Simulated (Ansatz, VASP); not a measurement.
SrCl2 in VASP and in Ansatz

```xyz
3
Lattice="0.0000 3.5539 3.5539 3.5539 0.0000 3.5539 3.5539 3.5539 0.0000" Properties=species:S:1:pos:R:3 pbc="T T T"
Sr    0.0000    0.0000    0.0000
Cl    1.7769    1.7769    1.7769
Cl    5.3308    5.3308    5.3308
```

Change from the starting cell: volume scaled by 1.06, crystal datasets.

Alike in both runs: task electric field gradients; functional LDA; k mesh 8 × 8 × 8; occupations fermi-dirac, width 0.01 eV; no spin polarisation.

```csv
,VASP,Ansatz
version,VASP 6.6.1,Ansatz 0.2.0
potentials or method,"VASP PAW LDA potentials, release 64 (Sr_sv, Cl), cutoff 520 eV","all-electron PAW with datasets made for the crystal, scalar-relativistic"
```

```csv
,VASP,Ansatz,Ansatz less VASP
gap on the k mesh at the Fermi level (eV),4.68,4.68,-0.006
pressure (GPa),-4.2,-4.3,-0.08
```

LDA's correlation is that of Perdew and Zunger in VASP and of Perdew and Wang (1992) in Ansatz. Ansatz ran all-electron here, and VASP with PAW potentials.
